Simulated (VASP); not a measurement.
Set up this calculation in VASP 6.6.1, as the native input.

```yaml
Task: single point
Functional: PBE
Potentials_or_basis: VASP PAW PBE potentials, release 64 (Si, Ni_sv_GW)
Cutoff: 690 eV
k_mesh: 16 × 14 × 10
Occupations: gaussian, width 0.15 eV
Spin: no spin polarisation
Dipole_correction: no
Further_INCAR_settings: ALGO = Normal; EDIFF = 1e-06; NBANDS = 30
```

The structure of SiNi lies in POSCAR:

```
SiNi
1.0
    3.0552835660      0.0000000000      0.0000000000
    0.0000000000      3.2583147222      0.0000000000
    0.0000000000      0.0000000000      4.7093899546
Si Ni
2 2
Direct
    0.5000000000      0.5000000000      0.8431827244
    0.0000000000      0.0000000000      0.1568172756
    0.4018094414      0.5000000000      0.3741572359
    0.0000000000      0.0000000000      0.6576940233
```

This cell differs from its parent crystal: atom 3 (Ni) moved by (-0.300, +0.150) A along x and z.

One way to write it, as run:

INCAR

```
ALGO = Normal ; EDIFF = 1E-6
ENCUT = 690 ; GGA = PE
GGA_COMPAT = False ; ISIF = 2
ISMEAR = 0 ; LASPH = True
LCHARG = False ; LREAL = False
LWAVE = False ; NBANDS = 30
NELM = 120 ; PREC = Accurate
SIGMA = 0.15
```

KPOINTS

```
k-points
0
Gamma
  16 14 10
```

Potentials or basis: VASP PAW PBE potentials, release 64 (Si, Ni_sv_GW).

The run is started by

```console
$ cat potpaw_PBE.64/Si/POTCAR potpaw_PBE.64/Ni_sv_GW/POTCAR > POTCAR
$ mpirun -np 1 vasp_std > vasp.out
```

It gave:

```
Pressure               : 2.7 GPa
Largest force          : 2.487 eV/Å
Band gap on the k mesh : zero (bands 22 and 23 overlap by 2.55 eV)
```

Caveat: the cell differs from its parent crystal (atom 3 (Ni) moved by (-0.300, +0.150) A along x and z); forces of over 1 eV/Å act on the atoms, so gaps and moduli don't describe the material at rest.

Run time: 21 min on 1 thread of Intel(R) Xeon(R) Platinum 8488C (Sapphire Rapids) (shared host), peak memory 1.3 GiB.
